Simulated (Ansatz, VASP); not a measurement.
**V in VASP and in Ansatz**

INCAR

```
SYSTEM = V
ALGO = Normal
EDIFF = 1E-6
ENCUT = 520
GGA = PE
ISIF = 2
ISMEAR = -1
ISPIN = 2
LASPH = .TRUE.
LCHARG = .FALSE.
LMAXMIX = 4
LORBIT = 11
LREAL = .FALSE.
LWAVE = .FALSE.
MAGMOM = 2
NBANDS = 16
NELM = 150
PREC = Accurate
SIGMA = 0.05
```

Contents of KPOINTS:

```
k-points
0
G
  9 9 9
  0 0 0
```

File POSCAR:

```
V
1.0
   -1.4537760000      1.4537760000      1.5143500000
    1.4537760000     -1.4537760000      1.5143500000
    1.4537760000      1.4537760000     -1.5143500000
V
1
Direct
    0.0000000000      0.0000000000      0.0000000000
```

input.yaml

```yaml
crystal:
  lattice:
    - [-1.453776, 1.453776, 1.51435]
    - [1.453776, -1.453776, 1.51435]
    - [1.453776, 1.453776, -1.51435]
  atoms:
    - { symbol: V, position: [0.0, 0.0, 0.0], spin: 2.0 }
hamiltonian:
  xc: pbe
  pseudopotentials: { kind: paw }
magnetization:
  spin_polarized: true
kpoints:
  mp_grid: { grid: [9, 9, 9] }
scf:
  occupations: { method: fermi_dirac, width: 0.05 }
output:
  forces: true
  stress: true
  eigenvalues: true
  write_density: true
  write_potential: true
  elf: true
  volumetric_format: npy
```

Alike in both runs: task single point; functional PBE; k mesh 9 × 9 × 9; occupations fermi-dirac, width 0.05 eV; collinear spin.

|  | VASP | Ansatz |
| --- | --- | --- |
| version | VASP 6.6.1 | Ansatz 0.2.0 |
| potentials or method | VASP PAW PBE potentials, release 64 (V_sv) | Ansatz PAW |
| plane-wave cutoff (eV) | 520 | 420 |
| valence electrons in the cell | 13 | 13 |

```csv
,VASP,Ansatz,Ansatz less VASP
gap on the k mesh at the Fermi level (eV),none,none,-
pressure (GPa),9.9,9.6,-0.26
"traceless stress, the component that is largest in VASP (GPa)",-4.23,-4.17,+0.054
net moment per atom (μB),0.00,0.00,-0.001
```

A gap of «none» marks a metal or a gap that the smearing closes.
